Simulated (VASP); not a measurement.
# Ga4SbN3 (I-42m) in VASP: relaxation of cell and atoms with PBE

Aim: the relaxation of cell and atoms of Ga4SbN3 with PBE.

All numbers are computed with VASP 6.6.1; they aren't measurements. Logs are shortened: lines on timing, memory, paths and dates and some standing lists are left out, and cuts for length are marked.

## 1. The cell of the first run

Symmetry: I-42m, No. 121, tetragonal system. The conventional cell has a = 4.646 Å, b = 4.646 Å, c = 9.291 Å, α = 90.00°, β = 90.00°, γ = 90.00°. Within 2.7 Å of N (site symmetry -4) lie 4 Ga at 2.01 Å. N (site symmetry -42m) has 4 Ga at 2.01 Å within 2.7 Å. Within 2.7 Å of Ga (site symmetry m) lie 3 N at 2.01 Å and 1 Sb at 2.01 Å. Sb (site symmetry -42m) has 4 Ga at 2.01 Å within 2.7 Å.

## 2. Relaxation of cell and atoms, PBE

File INCAR:

```
ALGO     = Normal         # electronic algorithm
EDIFF    = 1E-6           # SCF threshold, eV
EDIFFG   = -0.005         # ionic threshold
ENCUT    = 600            # plane-wave cutoff, eV
GGA      = PE             # functional
IBRION   = 2              # ionic algorithm
ISIF     = 3              # what is computed and relaxed
ISMEAR   = -1             # smearing method
LASPH    = True           # aspherical terms in the spheres
LCHARG   = False          # write CHGCAR
LREAL    = False          # projectors in reciprocal space
LWAVE    = False          # write WAVECAR
NELM     = 80             # most SCF steps
NSW      = 80             # ionic steps
PREC     = Accurate       # precision mode
SIGMA    = 0.02           # smearing width, eV
```

File KPOINTS:

```
k-points
0
Gamma
  8 8 8
```

File POSCAR:

```
Ga4SbN3
1.0
   -2.3227667355      2.3227667355      4.6455334710
    2.3227667355     -2.3227667355      4.6455334710
    2.3227667355      2.3227667355     -4.6455334710
N Ga Sb
3 4 1
Direct
    0.2500000000      0.7500000000      0.5000000000
    0.5000000000      0.5000000000      0.0000000000
    0.7500000000      0.2500000000      0.5000000000
    0.8750000000      0.3750000000      0.0000000000
    0.1250000000      0.1250000000      0.5000000000
    0.3750000000      0.8750000000      0.0000000000
    0.6250000000      0.6250000000      0.5000000000
    0.0000000000      0.0000000000      0.0000000000
```

Potentials or basis: VASP PAW PBE potentials, release 64 (N, Ga_d, Sb).

Command:

```console
> cat potpaw_PBE.64/N/POTCAR potpaw_PBE.64/Ga_d/POTCAR potpaw_PBE.64/Sb/POTCAR > POTCAR
> mpirun -np 1 vasp_std > vasp.out
```

OUTCAR:

```text
EDIFF = 1E-6
   EDIFFG = -0.005
   ENCUT = 600
   GGA = PE
   IBRION = 2
   ISIF = 3
   ISMEAR = -1
   LASPH = True
   LREAL = False
   NELM = 80
   NSW = 80
   PREC = Accurate

 ion  position               nearest neighbor table
   1  0.250  0.750  0.500-   5 2.01   6 2.01   7 2.01   4 2.01
   2  0.500  0.500  0.000-   4 2.01   6 2.01   7 2.01   5 2.01
   3  0.750  0.250  0.500-   4 2.01   5 2.01   7 2.01   6 2.01
   4  0.875  0.375  0.000-   1 2.01   2 2.01   8 2.01   3 2.01
   5  0.125  0.125  0.500-   1 2.01   2 2.01   3 2.01   8 2.01
   6  0.375  0.875  0.000-   2 2.01   3 2.01   8 2.01   1 2.01
   7  0.625  0.625  0.500-   1 2.01   3 2.01   8 2.01   2 2.01
   8  0.000  0.000  0.000-   4 2.01   5 2.01   6 2.01   7 2.01

  LATTYP: Found a body centered tetragonal cell.
 ALAT       =     4.6455334710
 C/A-ratio  =     2.0000000000

  Lattice vectors:

 A1 = (  -2.3227667355,   2.3227667355,   4.6455334710)
 A2 = (   2.3227667355,  -2.3227667355,   4.6455334710)
 A3 = (   2.3227667355,   2.3227667355,  -4.6455334710)

Analysis of symmetry for initial positions (statically):
=====================================================================
 Subroutine PRICEL returns:
 Original cell was already a primitive cell.

 Routine SETGRP: Setting up the symmetry group for a
 body centered tetragonal supercell.

 Subroutine GETGRP returns: Found  8 space group operations
 (whereof  8 operations were pure point group operations)
 out of a pool of 16 trial point group operations.

The static configuration has the point symmetry D_2d.

Analysis of symmetry for dynamics (positions and initial velocities):
=====================================================================
 Subroutine PRICEL returns:
 Original cell was already a primitive cell.

 Routine SETGRP: Setting up the symmetry group for a
 body centered tetragonal supercell.

 Subroutine GETGRP returns: Found  8 space group operations
 (whereof  8 operations were pure point group operations)
 out of a pool of 16 trial point group operations.

The dynamic configuration has the point symmetry D_2d.

 Subroutine INISYM returns: Found  8 space group operations
 (whereof  8 operations are pure point group operations),
 and found     1 'primitive' translations

----------------------------------------------------------------------------------------

                                     Primitive cell

  volume of cell :     100.2552

  direct lattice vectors                    reciprocal lattice vectors
    -2.322766736  2.322766736  4.645533471     0.000000000  0.215260531  0.107630265
     2.322766736 -2.322766736  4.645533471     0.215260531  0.000000000  0.107630265
[... 119 lines left out ...]
  Fermi-wavevector in a.u.,A,eV,Ry     =   1.466054  2.770441 29.243211  2.149315
  Thomas-Fermi vector in A             =   2.581838
   LORBIT       =      0    0 simple, 1 ext, 2 COOP (PROOUT), +10 PAW based schemes
   GGA     = PE    functional components
   LHFCALC =     F    Hartree Fock is set to
   AEXX    =    0.0000 exact exchange contribution
   IVDW    =     0    specifies the selected vdW correction
   LEPSILON=     F    determine dielectric tensor
   LRPA    =     F    only Hartree local field effects (RPA)
 conjugate gradient relaxation of ions
 non-spin polarized calculation
  energy-cutoff  :      600.00
  volume of cell :      100.26
 maximum number of plane-waves:      3411
 NGX is ok and might be reduce to    48
   NGX = 23   NGY = 23   NGZ = 23

--------------------------------------- Ionic step        1  -------------------------------------------

 number of electron      71.9999996 magnetization

 Free energy of the ion-electron system (eV)
  ---------------------------------------------------
  ext. energy  EPLUGINS =         0.00000000
  ---------------------------------------------------
  free energy    TOTEN  =       -30.69002427 eV

  energy without entropy =      -30.69002427  energy(sigma->0) =      -30.69002427

------------------------ aborting loop because EDIFF is reached ----------------------------------------

  FORCE on cell =-STRESS in cart. coord.  units (eV):
  Direction    XX          YY          ZZ          XY          YZ          ZX
  --------------------------------------------------------------------------------------
  -------------------------------------------------------------------------------------
  Total       37.5722252     37.5722252     37.2644712      0.0000000     -0.0000000      0.0000000
  in kB      600.4415237    600.4415237    595.5233086      0.0000000     -0.0000000      0.0000000
  external PRESSURE =     598.8021187 kB  Pullay stress =       0.0000000 kB
[... 29 lines left out ...]
--------------------------------------- Ionic step        2  -------------------------------------------

 number of electron      72.0000011 magnetization

 E-fermi :   2.0870     XC(G=0):  -8.9355

 val. band max:        2.0845350624   @ k =  -0.2500  -0.3750   0.1250
 cond. band min:       2.0887214912   @ k =   0.3750   0.1250   0.1250
 fundamental gap:      0.0041864288
 Fermi energy:         2.0869625842

 k-point     1 :       0.0000    0.0000    0.0000
  band No.  band energies     occupation
      1     -12.6360      2.00000
      2     -12.5908      2.00000
      3     -12.5446      2.00000
      4     -12.5220      2.00000
      5     -12.4785      2.00000
      6     -12.4523      2.00000
[... 1172 lines left out ...]
  FREE ENERGIE OF THE ION-ELECTRON SYSTEM (eV)
  ---------------------------------------------------
  free  energy   TOTEN  =       -40.3064525499 eV

  energy  without entropy=      -40.3045993584  energy(sigma->0) =      -40.30552595

[... ionic steps 4 to 16 ...]

--------------------------------------- Ionic step       17  -------------------------------------------

 number of electron      71.9999991 magnetization

------------------------ aborting loop because EDIFF is reached ----------------------------------------
[... 79 lines left out ...]
--------------------------------------- Ionic step       19  -------------------------------------------

 number of electron      71.9999991 magnetization

 Free energy of the ion-electron system (eV)
  ---------------------------------------------------
  ext. energy  EPLUGINS =         0.00000000
  ---------------------------------------------------
  free energy    TOTEN  =       -40.64645773 eV

  energy without entropy =      -40.64622096  energy(sigma->0) =      -40.64633935

 E-fermi :   5.5285     XC(G=0): -10.7941

 val. band max:        5.4950669004   @ k =  -0.3750   0.3750   0.0000
 cond. band min:       5.7827116303   @ k =   0.1250   0.0000   0.0000
 fundamental gap:      0.2876447299
 Fermi energy:         5.5285413985

 k-point     1 :       0.0000    0.0000    0.0000
  band No.  band energies     occupation
      1     -10.2201      2.00000
      2      -9.7565      2.00000
      3      -9.6492      2.00000
      4      -9.0281      2.00000
      5      -8.9875      2.00000
      6      -8.9782      2.00000
[... 1130 lines left out ...]
  FREE ENERGIE OF THE ION-ELECTRON SYSTEM (eV)
  ---------------------------------------------------
  free  energy   TOTEN  =       -40.6464577321 eV

  energy  without entropy=      -40.6462209597  energy(sigma->0) =      -40.64633935

 reached required accuracy - stopping structural energy minimisation
```

OSZICAR:

```text
N       E                     dE             d eps       ncg     rms          rms(c)
DAV:   1     0.817665567542E+03    0.81767E+03   -0.35794E+04  5409   0.325E+03
DAV:   2     0.131797999939E+03   -0.68587E+03   -0.66604E+03  5202   0.756E+02
DAV:   3    -0.228503336756E+02   -0.15465E+03   -0.14988E+03  6006   0.234E+02
DAV:   4    -0.365000717896E+02   -0.13650E+02   -0.13534E+02  6071   0.699E+01
[... 181 lines left out ...]
DAV:   3    -0.406464588856E+02    0.96724E-05   -0.18715E-05  7302   0.758E-02    0.527E-03
DAV:   4    -0.406464582097E+02    0.67583E-06   -0.64457E-06  4935   0.164E-02
  18 F= -.40646458E+02 E0= -.40646340E+02  d E =-.165635E-04
       N       E                     dE             d eps       ncg     rms          rms(c)
DAV:   1    -0.406464578351E+02    0.10504E-05   -0.31238E-06  4013   0.267E-02    0.280E-03
DAV:   2    -0.406464577321E+02    0.10299E-06   -0.79398E-07  2573   0.151E-02
  19 F= -.40646458E+02 E0= -.40646339E+02  d E =-.160859E-04
```

It took 42 min on 1 thread of Intel Xeon 6975P-C (Granite Rapids), shared host; peak memory 0.56 GiB.

Results:

```yaml
Free_energy: -40.6465 eV
Relaxed_volume: 15.34 Å³/atom
Relaxed_cell: a = 5.989 Å, b = 5.989 Å, c = 5.989 Å, α = 130.11°, β = 130.11°, γ = 73.23°
Space_group_after_relaxing_to_0.1_Å: I-42m (No. 121)
Energy_gained_by_relaxing: 1244.6 meV/atom
Ionic_steps: 19
Pressure_after_relaxing: 0.0 GPa
Largest_force_after_relaxing: 0.004 eV/Å
Band_gap_on_the_k_mesh: zero (bands 36 and 37 overlap by 0.10 eV)
```

Forces on the atoms (eV/Å):
```
N    0.000  0.000  0.000
N    0.000  0.000  0.000
N    0.000  0.000  0.000
Ga  -0.003  0.003 -0.002
Ga  -0.003 -0.003  0.002
Ga   0.003 -0.003 -0.002
Ga   0.003  0.003  0.002
Sb   0.000  0.000  0.000
```

Step by step:
```
step  energy change (eV)  largest force (eV/Å)  pressure (GPa)  volume (Å³)
   1              0.0000               13.6116           59.88       100.26
   2             -2.9722                0.9493          -16.78       184.73
   3             -9.6164                0.8748           -7.00       131.57
   4             -9.7676                0.6818           -4.88       128.71
   5             -9.8517                0.6748           -0.83       124.18
   6             -9.8534                0.6381           -1.21       124.69
   7             -9.9276                0.2465            0.02       122.97
   8             -9.9402                0.0981            0.82       121.99
   9             -9.9503                0.0774           -0.23       123.08
  10             -9.9507                0.0894           -0.55       123.36
  11             -9.9555                0.0411           -0.22       122.90
  12             -9.9563                0.0052            0.12       122.45
  13             -9.9564                0.0082            0.01       122.58
  14             -9.9564                0.0058            0.12       122.56
  15             -9.9564                0.0062           -0.14       122.80
  16             -9.9564                0.0063            0.12       122.64
  17             -9.9564                0.0047           -0.13       122.72
  18             -9.9564                0.0054            0.00       122.68
  19             -9.9564                0.0043           -0.03       122.68
```

Final structure:
```
CELL_PARAMETERS angstrom
-2.52594 2.52594 4.80697
2.52594 -2.52594 4.80697
2.52594 2.52594 -4.80697
ATOMIC_POSITIONS crystal
N 0.25000 0.75000 0.50000
N 0.50000 0.50000 0.00000
N 0.75000 0.25000 0.50000
Ga 0.84935 0.43430 0.00000
Ga 0.15065 0.15065 0.58495
Ga 0.43430 0.84935 0.00000
Ga 0.56570 0.56570 0.41505
Sb 0.00000 0.00000 0.00000
```

Caveat: the volume moved by over 15 % at a fixed basis, so the end points are rough; semilocal functionals underestimate gaps, so a narrow gap can read as zero; spin-orbit coupling is left out, which moves the levels of the heavy elements.
